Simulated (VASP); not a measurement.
# Be (P6_3/mmc) in VASP: single point with r2SCAN

Aim: the single point of Be with r2SCAN.

All numbers are computed with VASP 6.6.1; they aren't measurements. Logs are shortened: lines on timing, memory, paths and dates and some standing lists are left out, and cuts for length are marked.

### 1 The cell of the first run

The structure is hexagonal, space group P6_3/mmc (No. 194). The conventional cell has a = 2.320 Å, b = 2.320 Å, c = 3.635 Å, α = 90.00°, β = 90.00°, γ = 120.00°. Within 3.0 Å of Be (site symmetry -6m2) lie 12 Be at 2.26 to 2.32 Å.

### 2 Single point, r2SCAN

The input, POSCAR:

```
Be
1.0
    2.3196442300      0.0000000000      0.0000000000
   -1.1598221100      2.0088707900      0.0000000000
    0.0000000000      0.0000000000      3.6346456100
Be
2
Direct
    0.3333300000      0.6666700000      0.2500000000
    0.6666600000      0.3333300000      0.7500000000
```

The input, INCAR.step1:

```
SYSTEM = Be
ALGO     = Normal         ! electronic algorithm
EDIFF    = 1E-4           ! SCF threshold, eV
ENCUT    = 520            ! plane-wave cutoff, eV
GGA      = PE             ! functional
ISMEAR   = -1             ! smearing method
LASPH    = .True.         ! aspherical terms in the spheres
LCHARG   = .False.        ! write CHGCAR
LREAL    = .False.        ! projectors in reciprocal space
LWAVE    = .True.         ! write WAVECAR
NBANDS   = 9              ! bands
NELM     = 60             ! most SCF steps
PREC     = Accurate       ! precision mode
SIGMA    = 0.1            ! smearing width, eV
```

The input, INCAR.step2:

```
SYSTEM = Be
ALGO     = Normal         ! electronic algorithm
EDIFF    = 1E-6           ! SCF threshold, eV
ENCUT    = 520            ! plane-wave cutoff, eV
ISIF     = 2              ! what is computed and relaxed
ISMEAR   = -1             ! smearing method
ISTART   = 1            
LASPH    = .True.         ! aspherical terms in the spheres
LCHARG   = .False.        ! write CHGCAR
LMIXTAU  = .True.       
LREAL    = .False.        ! projectors in reciprocal space
LWAVE    = .False.        ! write WAVECAR
METAGGA  = R2SCAN         ! meta-GGA
NBANDS   = 9              ! bands
NELM     = 60             ! most SCF steps
PREC     = Accurate       ! precision mode
SIGMA    = 0.1            ! smearing width, eV
```

The input, KPOINTS:

```
k-points
0
Gamma
  16 16 9
  0 0 0
```

Potentials or basis: VASP PAW PBE potentials, release 64 (Be).

Started as:

```console
> cat potpaw_PBE.64/Be/POTCAR > POTCAR
> cp INCAR.step1 INCAR
> mpirun -np 1 vasp_std > vasp.out
> cp INCAR.step2 INCAR
> mpirun -np 1 vasp_std > vasp.out
```

OUTCAR:

```text
SYSTEM = Be
   EDIFF = 1E-6
   ENCUT = 520
   ISIF = 2
   ISMEAR = -1
   ISTART = 1
   LASPH = .True.
   LREAL = .False.
   METAGGA = R2SCAN
   NELM = 60
   PREC = Accurate

 ion  position               nearest neighbor table
   1  0.333  0.667  0.250-   2 2.26   2 2.26   2 2.26   2 2.26   2 2.26   2 2.26
   2  0.667  0.333  0.750-   1 2.26   1 2.26   1 2.26   1 2.26   1 2.26   1 2.26

  LATTYP: Found a hexagonal cell.
 ALAT       =     2.3196442300
 C/A-ratio  =     1.5668978730

  Lattice vectors:

 A1 = (   2.3196442300,   0.0000000000,   0.0000000000)
 A2 = (  -1.1598221100,   2.0088707900,   0.0000000000)
 A3 = (   0.0000000000,   0.0000000000,   3.6346456100)

Analysis of symmetry for initial positions (statically):
=====================================================================
 Subroutine PRICEL returns:
 Original cell was already a primitive cell.

 Routine SETGRP: Setting up the symmetry group for a
 hexagonal supercell.

 Subroutine GETGRP returns: Found  8 space group operations
 (whereof  2 operations were pure point group operations)
 out of a pool of 24 trial point group operations.

The static configuration has the point symmetry C_2 .
 The point group associated with its full space group is D_2h.

Analysis of symmetry for dynamics (positions and initial velocities):
=====================================================================
 Subroutine PRICEL returns:
 Original cell was already a primitive cell.

 Routine SETGRP: Setting up the symmetry group for a
 hexagonal supercell.

 Subroutine GETGRP returns: Found  8 space group operations
 (whereof  2 operations were pure point group operations)
 out of a pool of 24 trial point group operations.

The dynamic configuration has the point symmetry C_2 .
 The point group associated with its full space group is D_2h.

 Subroutine INISYM returns: Found  8 space group operations
 (whereof  2 operations are pure point group operations),
 and found     1 'primitive' translations

----------------------------------------------------------------------------------------

                                     Primitive cell

  volume of cell :      16.9370

  direct lattice vectors                    reciprocal lattice vectors
     2.319644230  0.000000000  0.000000000     0.431100592  0.248896047  0.000000000
    -1.159822110  2.008870790  0.000000000     0.000000000  0.497792095  0.000000000
     0.000000000  0.000000000  3.634645610     0.000000000  0.000000000  0.275129987

  length of vectors
     2.319644230  2.319644192  3.634645610     0.497792087  0.497792095  0.275129987

  position of ions in fractional coordinates (direct lattice)
     0.333330000  0.666670000  0.250000000
     0.666660000  0.333330000  0.750000000

  ion indices of the primitive-cell ions
   primitive index   ion index
                 1           1
                 2           2

----------------------------------------------------------------------------------------

 KPOINTS: k-points

Automatic generation of k-mesh.
 Grid dimensions read from file:
 generate k-points for:   16   16    9

 Generating k-lattice:

  Cartesian coordinates                     Fractional coordinates (reciprocal lattice)
     0.026943787  0.015556003  0.000000000     0.062500000  0.000000000  0.000000000
     0.000000000  0.031112006  0.000000000     0.000000000  0.062500000  0.000000000
     0.000000000  0.000000000  0.030569999     0.000000000  0.000000000  0.111111111

  Length of vectors
     0.031112005  0.031112006  0.030569999

  Shift w.r.t. Gamma in fractional coordinates (k-lattice)
     0.000000000  0.000000000  0.000000000

 Subroutine IBZKPT returns following result:
 ===========================================

 Found    365 irreducible k-points:

 Following reciprocal coordinates:
            Coordinates               Weight
  0.000000  0.000000  0.000000      1.000000
  0.062500  0.000000  0.000000      4.000000
  0.000000  0.062500  0.000000      2.000000
  0.125000  0.000000  0.000000      4.000000
  0.000000  0.125000  0.000000      2.000000
  0.187500  0.000000  0.000000      4.000000
[... 16 lines left out ...]
  0.187500  0.062500  0.000000      4.000000
 -0.062500  0.250000  0.000000      4.000000
 [... further k-points ...]
   k-points           NKPTS =    365   k-points in BZ     NKDIM =    365   number of bands    NBANDS=      9
   number of dos      NEDOS =    301   number of ions     NIONS =      2
   total plane-waves  NPLWV =   9072
   dimension x,y,z NGX =    18 NGY =   18 NGZ =   28
   dimension x,y,z NGXF=    36 NGYF=   36 NGZF=   56
   ions per type =               2
   NGX,Y,Z   is equivalent  to a cutoff of  12.90, 12.90, 12.81 a.u.
   NGXF,Y,Z  is equivalent  to a cutoff of  25.80, 25.80, 25.61 a.u.
 SYSTEM =  Be
   PREC   = accura    normal or accurate (medium, high low for compatibility)
   ISTART =      1    job   : 0-new  1-cont  2-samecut
   ICHARG =      0    charge: 1-file 2-atom 10-const
   ISPIN  =      1    spin polarized calculation?
   LNONCOLLINEAR =      F non collinear calculations
   LSORBIT =      F    spin-orbit coupling
   LASPH  =      T    aspherical Exc in radial PAW
   ENCUT  =  520.0 eV  38.22 Ry    6.18 a.u.   4.31  4.31  6.76*2*pi/ulx,y,z
   NELM   =     60;   NELMIN=  2; NELMDL=  0     # of ELM steps
   EDIFF  = 0.1E-05   stopping-criterion for ELM
   LREAL  =      F    real-space projection
   EDIFFG = 0.1E-04   stopping-criterion for IOM
   NSW    =      0    number of steps for IOM
   IBRION =     -1    ionic relax: 0-MD 1-quasi-New 2-CG
   NFREE  =      0    steps in history (QN), initial steepest desc. (CG)
   ISIF   =      2    stress and relaxation
   ISYM   =      2    0-nonsym 1-usesym 2-fastsym
   POTIM  = 0.5000    time-step for ionic-motion
   TEBEG  =    0.0;   TEEND  =   0.0 temperature during run
   PSTRESS=    0.0 pullay stress
   NELECT =       4.0000    total number of electrons
   NUPDOWN=      -1.0000    fix difference up-down
   EMIN   =  10.00;   EMAX   =-10.00  energy-range for DOS
   EFERMI =   0.00;   METHOD = LEGACY
   ISMEAR =    -1;   SIGMA  =   0.10  broadening in eV -4-tet -1-fermi 0-gaus
   EFERMI_NEDOS =   21; number of points for ismear=-14 and -15
   IALGO  =     38    algorithm
   IMIX   =      4    mixing-type and parameters
     AMIX     =   0.40;   BMIX     =  1.00
     AMIX_MAG =   1.60;   BMIX_MAG =  1.00
  volume/ion in A,a.u.               =       8.47        57.15
  Fermi-wavevector in a.u.,A,eV,Ry     =   1.011928  1.912267 13.932346  1.023999
  Thomas-Fermi vector in A             =   2.145007
   LORBIT       =      0    0 simple, 1 ext, 2 COOP (PROOUT), +10 PAW based schemes
   METAGGA = R2SCAN    functional components
   LHFCALC =     F    Hartree Fock is set to
   AEXX    =    0.0000 exact exchange contribution
   IVDW    =     0    specifies the selected vdW correction
   LEPSILON=     F    determine dielectric tensor
   LRPA    =     F    only Hartree local field effects (RPA)
 non-spin polarized calculation
  energy-cutoff  :      520.00
  volume of cell :       16.94
 maximum number of plane-waves:       482
 NGX is ok and might be reduce to    18
   NGX =  9   NGY =  9   NGZ = 13

 number of electron       4.0000000 magnetization

 Free energy of the ion-electron system (eV)
  ---------------------------------------------------
  ext. energy  EPLUGINS =         0.00000000
  ---------------------------------------------------
  free energy    TOTEN  =        -8.66084010 eV

  energy without entropy =       -8.65792327  energy(sigma->0) =       -8.65938169

 E-fermi :   6.5576     XC(G=0): -11.0246

 val. band max:        6.5480256706   @ k =   0.3125   0.1250   0.0000
 cond. band min:       6.6349778672   @ k =   0.2500   0.2500   0.1111
 fundamental gap:      0.0869521967
 Fermi energy:         6.5576366539

 k-point     1 :       0.0000    0.0000    0.0000
  band No.  band energies     occupation
      1      -5.2652      2.00000
      2       2.1245      2.00000
      3       7.5016      0.00016
      4      22.9399      0.00000
      5      22.9400      0.00000
      6      25.8650      0.00000
      7      25.8652      0.00000
      8      28.1881      0.00000
      9      33.8351      0.00000

 k-point     2 :       0.0625    0.0000    0.0000
  band No.  band energies     occupation
      1      -5.1472      2.00000
      2       2.2736      2.00000
      3       7.5473      0.00010
      4      21.9476      0.00000
      5      22.2280      0.00000
      6      25.8625      0.00000
      7      26.2596      0.00000
      8      27.9535      0.00000
      9      32.1448      0.00000

 k-point     3 :       0.0000    0.0625    0.0000
  band No.  band energies     occupation
      1      -5.1472      2.00000
      2       2.2736      2.00000
      3       7.5473      0.00010
      4      21.9476      0.00000
      5      22.2281      0.00000
      6      25.8626      0.00000
      7      26.2595      0.00000
      8      27.9534      0.00000
      9      32.1447      0.00000

 k-point     4 :       0.1250    0.0000    0.0000
  band No.  band energies     occupation
      1      -4.7932      2.00000
      2       2.7203      2.00000
      3       7.6741      0.00003
      4      19.6632      0.00000
      5      20.8989      0.00000
      6      25.7483      0.00000
      7      26.5523      0.00000
      8      27.1050      0.00000
      9      29.6428      0.00000
[... 205 lines left out ...]
 k-point    22 :      -0.1875    0.1250    0.0000
  band No.  band energies     occupation
      1      -4.4390      2.00000
      2       3.1661      2.00000
      3       7.7875      0.00001
      4      18.2697      0.00000
      5      19.4590      0.00000
      6      25.6497      0.00000
      7      26.1793      0.00000
      8      26.2106      0.00000
      9      29.1366      0.00000

 k-point    23 :       0.1875    0.0625    0.0000
  band No.  band energies     occupation
      1      -3.7308      2.00000
      2       4.0547      2.00000
      3       7.9309      0.00000
      4      15.6815      0.00000
      5      18.2182      0.00000
      6      24.0818      0.00000
      7      24.4638      0.00000
      8      25.6269      0.00000
      9      27.7098      0.00000

 k-point    24 :      -0.0625    0.2500    0.0000
  band No.  band energies     occupation
      1      -3.7308      2.00000
      2       4.0547      2.00000
      3       7.9308      0.00000
      4      15.6815      0.00000
      5      18.2182      0.00000
      6      24.0818      0.00000
      7      24.4637      0.00000
      8      25.6268      0.00000
      9      27.7099      0.00000

 [... further k-points ...]

------------------------ aborting loop because EDIFF is reached ----------------------------------------

  FORCE on cell =-STRESS in cart. coord.  units (eV):
  Direction    XX          YY          ZZ          XY          YZ          ZX
  --------------------------------------------------------------------------------------
  -------------------------------------------------------------------------------------
  Total       -0.7979289     -0.7978764     -0.7656076     -0.0000000      0.0000000      0.0000000
  in kB      -75.4812884    -75.4763206    -72.4238089     -0.0000002      0.0000000      0.0000000
  external PRESSURE =     -74.4604726 kB  Pullay stress =       0.0000000 kB

 VOLUME and BASIS-vectors are now :
 -----------------------------------------------------------------------------
  energy-cutoff  :      520.00
  volume of cell :       16.94
      direct lattice vectors                 reciprocal lattice vectors
     2.319644230  0.000000000  0.000000000     0.431100592  0.248896047  0.000000000
    -1.159822110  2.008870790  0.000000000     0.000000000  0.497792095  0.000000000
     0.000000000  0.000000000  3.634645610     0.000000000  0.000000000  0.275129987

 POSITION                                       TOTAL-FORCE (eV/Angst)
 -----------------------------------------------------------------------------------
     -0.00001      1.33925      0.90866        -0.000000     -0.000045     -0.000000
      1.15981      0.66962      2.72598         0.000000      0.000045      0.000000
 -----------------------------------------------------------------------------------
    total drift:                               -0.000000     -0.000000     -0.000000

  FREE ENERGIE OF THE ION-ELECTRON SYSTEM (eV)
  ---------------------------------------------------
  free  energy   TOTEN  =        -8.6608400974 eV

  energy  without entropy=       -8.6579232732  energy(sigma->0) =       -8.65938169
```

It took 1.8 min on 1 thread of Intel Xeon Platinum 8259CL at 2.50GHz (Skylake/Cascade Lake), shared host; peak memory 0.16 GiB.

Results:

```
Free energy            : -8.6608 eV
Pressure               : -7.4 GPa
Band gap on the k mesh : zero (bands 2 and 3 overlap by 1.69 eV)
```

Stress tensor (GPa, compression positive):
```
-7.55  0.00  0.00
 0.00 -7.55  0.00
 0.00  0.00 -7.24
```

Caveat: the cell stands under tension; the PAW data sets were made with another functional, which shifts forces and pressure a little.

The gap in the log of VASP goes by the Fermi energy; the results here count the filled bands.